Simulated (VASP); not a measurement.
C: single point with PBEsol

Crystal: C.

```
C
1.0
     2.49912    0.00000    0.00000
    -1.24956    2.16430    0.00000
     0.00000    0.00000    4.11898
C
4
Direct
  0.33333 0.66667 0.99974
  0.66667 0.33333 0.49974
  0.33333 0.66667 0.37426
  0.66667 0.33333 0.87426
```

* Program: VASP 6.6.1
* Task: single point
* Functional: PBEsol
* Potentials or basis: VASP PAW PBE potentials, release 64 (C_h)
* Cutoff: 910 eV
* k mesh: 9 × 9 × 6
* Occupations: gaussian, width 0.01 eV
* Spin: no spin polarisation

* Pressure: 4.7 GPa
* Band gap on the k mesh: 3.03 eV, indirect (least direct gap 4.82 eV)

Stress tensor (GPa, compression positive):
```
 0.05  0.00  0.00
 0.00  0.05  0.00
 0.00  0.00 13.91
```

Levels at points of the mesh, in eV from the valence-band top:
```csv
k point,band 5,band 6,band 7,band 8,band 9,band 10,band 11,band 12
"(0.00, 0.00, 0.00)",-3.26,-0.51,0.00,0.00,4.82,4.82,5.60,8.07
"(0.00, 0.00, 0.50)",-1.97,-1.97,-1.97,-1.97,7.20,7.20,7.20,7.20
```

Run time: 13 s on 1 thread of Intel(R) Xeon(R) 6975P-C (Granite Rapids), on a shared host, peak memory 0.17 GiB.

Caveat: the cutoff is under 1.25 times the usual one of these potentials, so pressure, stress and relaxed cells hold a basis-set (Pulay) error; the PAW data sets were made with another functional, which shifts forces and pressure a little. A k mesh can miss the band edges.
